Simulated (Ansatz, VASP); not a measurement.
# Two plane-wave programs on Os

```
Os
1.0
     0.00000    1.94734    1.94734
     1.94734    0.00000    1.94734
     1.94734    1.94734    0.00000
Os
1
Direct
  0.00000 0.00000 0.00000
```

Change from the starting cell: volume scaled by 1.03, PAW files.

Alike in both runs: task electric field gradients; functional PBE; k mesh 17 × 17 × 17; occupations fermi-dirac, width 0.05 eV; no spin polarisation.

|  | VASP | Ansatz |
| --- | --- | --- |
| version | VASP 6.6.1 | Ansatz 0.2.0 |
| potentials or method | VASP PAW PBE potentials, release 64 (Os) | PAW with Ansatz's default frozen-core files, scalar-relativistic |
| plane-wave cutoff (eV) | 520 | 420 |
| valence electrons in the cell | 8 | 16 |

```csv
,VASP,Ansatz,Ansatz less VASP
pressure (GPa),-11.0,-10.7,+0.29
```

VASP's potentials hold 8 valence electrons a cell and Ansatz's 16, so a difference there can come from the potentials and not from the codes.

Neither program's run includes spin-orbit coupling.
